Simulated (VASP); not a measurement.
Write the native input for VASP 6.6.1 that does the following.

```yaml
Task: relaxation of cell and atoms
Functional: PBE
Potentials_or_basis: VASP PAW PBE potentials, release 64 (Sr_sv)
Cutoff: 600 eV
k_mesh: 6 × 6 × 8
Occupations: fermi-dirac, width 0.1 eV
Spin: no spin polarisation
Target_pressure: 3.6 GPa
Dipole_correction: no
Further_INCAR_settings: ALGO = Normal; EDIFF = 1e-06; IBRION = 2; EDIFFG = -0.005; NSW = 60; ISIF = 3
```

The structure of Sr lies in POSCAR:

```
Sr
1.0
    6.2764075454      0.0000000000      0.0000000000
   -3.1382037727      5.4355283788      0.0000000000
    0.0000000000      0.0000000000      3.8913726781
Sr
3
Direct
    0.0000000000      0.0000000000      0.0000000000
    0.3333333333      0.6666666667      0.5000000000
    0.6666666667      0.3333333333      0.5000000000
```

The input as run:

INCAR

```
PREC = Accurate
ENCUT = 600
EDIFF = 1E-6
ISMEAR = -1
SIGMA = 0.1
LREAL = F
LASPH = T
NELM = 100
ALGO = Normal
ISIF = 3
LWAVE = F
LCHARG = F
GGA = PE
IBRION = 2
NSW = 60
EDIFFG = -0.005
PSTRESS = 36.0
```

KPOINTS

```
regular mesh
0
Gamma
  6 6 8
```

Potentials or basis: VASP PAW PBE potentials, release 64 (Sr_sv).

Launch:

```bash
$ cat potpaw_PBE.64/Sr_sv/POTCAR > POTCAR
$ mpirun -np 1 vasp_std > vasp.out
```

It gave:

```
Relaxed volume                                         : 44.13 Å³/atom
Relaxed cell                                           : a = 6.378 Å, b = 6.378 Å, c = 3.758 Å, α = 90.00°, β = 90.00°, γ = 120.00°
Space group after relaxing (to 0.05 Å)                 : P6/mmm (No. 191)
Energy change on relaxing (the enthalpy is what falls) : -7.1 meV/atom
Ionic steps                                            : 5
Pressure after relaxing                                : 3.6 GPa
Band gap on the k mesh                                 : zero (band 15 reaches 2.66 eV, above the bottom of band 16 at 2.15 eV)
```

Caveat: the cell is relaxed towards a set pressure, so the enthalpy falls and the energy may rise.

Wall time 9.1 min on 1 thread of Oxide Virtual Turin-like Processor (shared host), peak memory 0.29 GiB.
